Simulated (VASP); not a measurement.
Wanted: the native input for a VASP 6.6.1 run.

```
Task                   : single point
Functional             : PBE
Potentials or basis    : VASP PAW PBE potentials, release 64 (Ga_d, N, H)
Cutoff                 : 520 eV
k mesh                 : 3 × 3 × 3
Occupations            : gaussian, width 0.02 eV
Spin                   : collinear spin
Starting moments       : [0.0, 0.0, 0.0, 0.0, 0.0, 0.0, 0.0, 0.0, 0.0, 0.0, 0.0, 0.0, 1.0] μB
Dipole correction      : no
Further INCAR settings : ALGO = Normal; EDIFF = 1e-06; NBANDS = 70
```

The structure of Ga6HN6 (a cell with a defect) lies in POSCAR:

```
Ga6HN6
1.0
    0.0000000000      0.0000000000      5.2431684095
    4.8275562239     -2.7871908853      0.0000000000
   -0.0000000001      5.5743817708      0.0000000000
Ga N H
6 6 1
Direct
    0.5036806527      0.3324325113      0.3306098730
    0.5036796409     -0.0004203915      0.6649035482
    0.5036788488      0.6667253659      0.9977573723
    1.0026866717     -0.0004232695      0.3257185271
    1.0026854558      0.6716079325      0.6697769556
    1.0026847174      0.3275486421      0.9977457047
    0.8766293554      0.3397128485      0.3378842867
    0.8766286255     -0.0004222331      0.6576107558
    0.8766282274      0.6594433239      0.9977499198
    0.3823299030     -0.0004211437      0.3332475363
    0.3823256090      0.6640896509      0.6622673071
    0.3823265981      0.3350686242      0.9977564447
    0.1539041354     -0.0004055983     -0.0022229790
```

This cell differs from its parent crystal: with an interstitial atom, then relaxed in part.

One way to write it, as run:

INCAR

```
ALGO = Normal
EDIFF = 1E-6
ENCUT = 520
GGA = PE
GGA_COMPAT = False
ISIF = 2
ISMEAR = 0
ISPIN = 2
LASPH = True
LCHARG = True
LELF = True
LORBIT = 11
LREAL = False
LVHAR = True
LWAVE = False
MAGMOM = 0 0 0 0 0 0 0 0 0 0 0 0 1
NBANDS = 70
NELM = 200
PREC = Accurate
SIGMA = 0.02
```

KPOINTS

```
k-points
0
Gamma
  3 3 3
```

Potentials or basis: VASP PAW PBE potentials, release 64 (Ga_d, N, H).

Launch:

```bash
$ cat potpaw_PBE.64/Ga_d/POTCAR potpaw_PBE.64/N/POTCAR potpaw_PBE.64/H/POTCAR > POTCAR
$ mpirun -np 1 vasp_std > vasp.out
```

Results of the run:

```
Pressure                                              : 3.3 GPa
Largest force                                         : 0.013 eV/Å
Net moment                                            : 0.78 μB per cell
Site moments                                          : Ga +0.01; N +0.05, +0.04 (each value once); H +0.21 μB
Valence electrons inside the program's atomic spheres : Ga 11.83, 11.80 (each value once); N 3.73, 3.72 (each value once); H 0.49
```

Caveat: the k points lie up to 0.43 Å⁻¹ apart; the cell differs from its parent crystal (with an interstitial atom, then relaxed in part).

Run time: 3 min on 1 thread of Intel(R) Xeon(R) 6975P-C (Granite Rapids) (shared host), peak memory 0.41 GiB.
